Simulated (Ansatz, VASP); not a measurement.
C in VASP and in Ansatz

INCAR

```
PREC = Accurate
ENCUT = 520
EDIFF = 1E-7
ISMEAR = 0
SIGMA = 0.05
LREAL = F
LASPH = T
NELM = 60
ALGO = Normal
ISIF = 2
LWAVE = F
LCHARG = F
GGA = PS
NBANDS = 11
```

KPOINTS

```
Automatic mesh
0
Gamma
  15 15 15
```

Contents of POSCAR:

```
C
1.0
    1.1973256878      0.6912763082      3.2633355684
   -1.1973256878      0.6912763082      3.2633355684
    0.0000000000     -1.3825526163      3.2633355684
C
2
Direct
    0.1640000000      0.1640000000      0.1640000000
    0.8360000000      0.8360000000      0.8360000000
```

Input for Ansatz:

```yaml
crystal:
  lattice:
    - [1.1973256878, 0.6912763082, 3.2633355684]
    - [-1.1973256878, 0.6912763082, 3.2633355684]
    - [0.0, -1.3825526163, 3.2633355684]
  atoms:
    - { symbol: C, position: [0.164, 0.164, 0.164] }
    - { symbol: C, position: [0.836, 0.836, 0.836] }
basis:
  ecutwfc: 420
kpoints:
  mp_grid: { grid: [15, 15, 15] }
hamiltonian:
  xc: pbesol
scf:
  occupations: { method: gaussian, width: 0.05 }
output:
  forces: true
  stress: true
  eigenvalues: true
```

Change from the starting cell: strain -0.025 along x and y, -0.025 along z, atoms carried along.

Alike in both runs: task single point; functional PBEsol; k mesh 15 × 15 × 15; occupations gaussian, width 0.05 eV; no spin polarisation.

|  | VASP | Ansatz |
| --- | --- | --- |
| version | VASP 6.6.1 | Ansatz 0.2.0 |
| potentials or method | VASP PAW PBE potentials, release 64 (C), cutoff 520 eV | scalar-relativistic, plane waves, PAW |
| valence electrons in the cell | 8 | 8 |

Ansatz gave:

* gap on the k mesh at the Fermi level (eV): 0.85
* least direct gap on the mesh (eV): 0.85
* pressure (GPa): 25.9
* traceless stress, the component that is largest in VASP (GPa): -24.34
* rms of the force components (eV/Å): 0.472

Q: What did VASP give for the same quantities?

A: gap on the k mesh at the Fermi level (eV): 0.86; least direct gap on the mesh (eV): 0.86; pressure (GPa): 26.7; traceless stress, the component that is largest in VASP (GPa): -25.17; rms of the force components (eV/Å): 0.469.

VASP's potentials were made for PBE, not for PBEsol. Atom by atom the forces differ by 0.002 eV/Å (rms over components). The functional is the same, so the differences come from potentials, cutoffs and numerics.
